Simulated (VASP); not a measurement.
**InSb3: single point with r2SCAN**

Crystal: InSb3.

```xyz
4
Lattice="4.7083 0.0000 0.0000 0.0000 4.7083 0.0000 0.0000 0.0000 4.7083" Properties=species:S:1:pos:R:3 pbc="T T T"
Sb    2.3541    2.3541    0.0000
Sb    0.0000    2.3541    2.3541
Sb    2.3541    0.0000    2.3541
In    0.0000    0.0000    0.0000
```

```
Program             : VASP 6.6.1
Task                : single point
Functional          : r2SCAN
Potentials or basis : VASP PAW PBE potentials, release 64 (Sb, In_d)
Cutoff              : 520 eV
k mesh              : 6 × 6 × 6
Occupations         : fermi-dirac, width 0.05 eV
Spin                : no spin polarisation
```

```json
{
  "Pressure": "3.1 GPa",
  "Band gap on the k mesh": "zero (band 14 reaches 12.59 eV, above the bottom of band 15 at 7.23 eV)"
}
```

Levels at points of the mesh, in eV from the Fermi level:
| k point | band 11 | band 12 | band 13 | band 14 | band 15 | band 16 | band 17 | band 18 |
| --- | --- | --- | --- | --- | --- | --- | --- | --- |
| (0.00, 0.00, 0.00) | -4.88 | -3.52 | 0.47 | 0.47 | 0.47 | 1.96 | 1.96 | 1.96 |
| (0.50, 0.00, 0.00) | -3.31 | -2.42 | -2.42 | -1.24 | -0.87 | 2.47 | 2.47 | 2.52 |
| (0.50, 0.50, 0.00) | -1.62 | -1.62 | -1.56 | -1.30 | -1.30 | -0.28 | 1.08 | 3.75 |
| (0.50, 0.50, 0.50) | -5.60 | -5.60 | -5.02 | 4.05 | 4.05 | 4.11 | 4.11 | 4.11 |

Run time: 67 s on 1 thread of Intel(R) Xeon(R) 6975P-C (Granite Rapids), on a shared host, peak memory 0.23 GiB.

Caveat: the PAW data sets were made with another functional, which shifts forces and pressure a little; spin-orbit coupling is left out, which moves the levels of the heavy elements.
